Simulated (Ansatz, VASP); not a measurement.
One calculation of O, two programs

File INCAR:

```
PREC = Accurate ; ENCUT = 520
EDIFF = 1E-7 ; ISMEAR = -1
SIGMA = 0.01 ; LREAL = False
LASPH = True ; NELM = 150
ALGO = Normal ; ISIF = 2
LWAVE = False ; LCHARG = False
ISPIN = 2 ; MAGMOM = 0.551 0.551
LORBIT = 11 ; GGA = PS
NBANDS = 17
```

File KPOINTS:

```
Automatic mesh
0
Gamma
  1 1 1
```

POSCAR

```
O
1.0
   12.0000000000      0.0000000000      0.0000000000
    0.0000000000     12.3000000000      0.0000000000
    0.0000000000      0.0000000000     12.6000000000
O
2
Direct
    0.5000000000      0.5000000000      0.4519808754
    0.5000000000      0.5000000000      0.5480191246
```

Input for Ansatz:

```yaml
crystal:
  lattice:
    - [12.0, 0.0, 0.0]
    - [0.0, 12.3, 0.0]
    - [0.0, 0.0, 12.6]
  atoms:
    - { symbol: O, position: [0.5, 0.5, 0.4519808754], spin: 0.551 }
    - { symbol: O, position: [0.5, 0.5, 0.5480191246], spin: 0.551 }
hamiltonian:
  xc: pbesol
  pseudopotentials:
    kind: paw
    azcp:
      O: "pseudopotentials/O.paw.azcp"
basis:
  ecutwfc: 420
  fft_grid_basis: typed
kpoints:
  mp_grid: { grid: [1, 1, 1], shift: [0, 0, 0] }
magnetization:
  spin_polarized: true
scf:
  occupations: { method: fermi_dirac, width: 0.01 }
```

Alike in both runs: task single point; functional PBEsol; k mesh 1 × 1 × 1; occupations fermi-dirac, width 0.01 eV; collinear spin.

```csv
,VASP,Ansatz
version,VASP 6.6.1,Ansatz 0.2.0
potentials or method,"VASP PAW PBE potentials, release 64 (O), cutoff 520 eV","plane waves (420 eV) with PAW, scalar-relativistic"
valence electrons in the cell,12,12
```

|  | VASP | Ansatz | Ansatz less VASP |
| --- | --- | --- | --- |
| gap on the k mesh at the Fermi level (eV) | 2.26 | 2.25 | -0.017 |
| net moment per atom (μB) | 1.00 | 1.00 | 0.000 |
| size of the moment on the site where the two differ most (μB) | 0.81 | 0.55 | -0.255 |

VASP's potentials were made for PBE, not for PBEsol, and Ansatz warns of the same on its side. Site moments also hang on the region over which each program counts them. The functional is the same, so the differences come from potentials, cutoffs and numerics.

Noted on VASP's run: the standard files for N, O and F lose accuracy on very short bonds.
